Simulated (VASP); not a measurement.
Set up this calculation in VASP 6.6.1, as the native input.

```
Task                   : single point
Functional             : r2SCAN
Potentials or basis    : VASP PAW PBE potentials, release 64 (Ga_d, N)
Cutoff                 : 520 eV
k mesh                 : 8 × 8 × 8
Occupations            : gaussian, width 0.01 eV
Spin                   : no spin polarisation
Dipole correction      : no
Further INCAR settings : ALGO = Normal; EDIFF = 1e-06; NBANDS = 16
```

GaN:

```
Ga N
1.0
     0.00000    2.12939    2.12939
     2.12939    0.00000    2.12939
     2.12939    2.12939    0.00000
Ga N
1 1
Cartesian
  2.1294 2.1294 2.1294
  0.0000 0.0000 0.0000
```

This cell differs from its parent crystal: volume changed by +3%.

One way to write it, as run:

POSCAR

```
GaN
1.0
    0.0000000000      2.1293931136      2.1293931136
    2.1293931136      0.0000000000      2.1293931136
    2.1293931136      2.1293931136      0.0000000000
Ga N
1 1
Direct
    0.5000000000      0.5000000000      0.5000000000
    0.0000000000      0.0000000000      0.0000000000
```

INCAR.step1

```
SYSTEM = GaN
PREC = Accurate ; ENCUT = 520
ISMEAR = 0 ; SIGMA = 0.01
LREAL = .False. ; LASPH = .True.
NELM = 80 ; NBANDS = 16
GGA = PE ; ALGO = Normal
EDIFF = 1E-4 ; LWAVE = .True.
LCHARG = .False.
```

INCAR.step2

```
SYSTEM = GaN
PREC = Accurate ; ENCUT = 520
EDIFF = 1E-6 ; ISMEAR = 0
SIGMA = 0.01 ; LREAL = .False.
LASPH = .True. ; NELM = 80
ALGO = Normal ; ISIF = 2
LWAVE = .False. ; LCHARG = .True.
METAGGA = R2SCAN ; LMIXTAU = .True.
LELF = .True. ; LVHAR = .True.
NBANDS = 16 ; ISTART = 1
```

KPOINTS

```
Automatic mesh
0
Gamma
  8 8 8
  0 0 0
```

Potentials or basis: VASP PAW PBE potentials, release 64 (Ga_d, N).

Run with:

```sh
$ cat potpaw_PBE.64/Ga_d/POTCAR potpaw_PBE.64/N/POTCAR > POTCAR
$ cp INCAR.step1 INCAR
$ mpirun -np 1 vasp_std > vasp.out
$ cp INCAR.step2 INCAR
$ mpirun -np 1 vasp_std > vasp.out
```

It gave:

| Property | Result |
| --- | --- |
| Pressure | -5.7 GPa |
| Band gap on the k mesh | 0.97 eV, indirect (least direct gap 3.02 eV) |

Caveat: the PAW data sets were made with another functional, which shifts forces and pressure a little.

Wall time 82 s on 1 thread of AMD EPYC 7R13 (shared host), peak memory 0.12 GiB.
